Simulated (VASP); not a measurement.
The system is Cd2S.

```xyz
3
Lattice="3.9889 0.0000 0.0000 -1.9945 3.4545 0.0000 0.0000 0.0000 5.8477" Properties=species:S:1:pos:R:3 pbc="T T T"
Cd    0.0000    2.3030    5.4542
Cd    1.9945    1.1515    3.3842
S     0.0000    2.3030    2.1385
```

Base run:

```yaml
Program: VASP 6.6.1
Functional: PBE
Potentials_or_basis: VASP PAW PBE potentials, release 64 (Cd, S)
Cutoff: 520 eV
k_mesh: 8 × 8 × 5
Occupations: fermi-dirac, width 0.05 eV
Spin: no spin polarisation
```

Its results: band gap on the k mesh 0.25 eV, indirect (least direct gap 0.56 eV); pressure -0.7 GPa; largest force 0.125 eV/Å.

The run is repeated on the same cell with these changes: functional from PBE to r2SCAN. What comes out?

Band gap on the k mesh 0.30 eV, indirect (least direct gap 0.61 eV); pressure -2.3 GPa; largest force 0.090 eV/Å.

Caveats: the PAW data sets were made with another functional, which shifts forces and pressure a little (some runs).

A k mesh can miss the band edges.
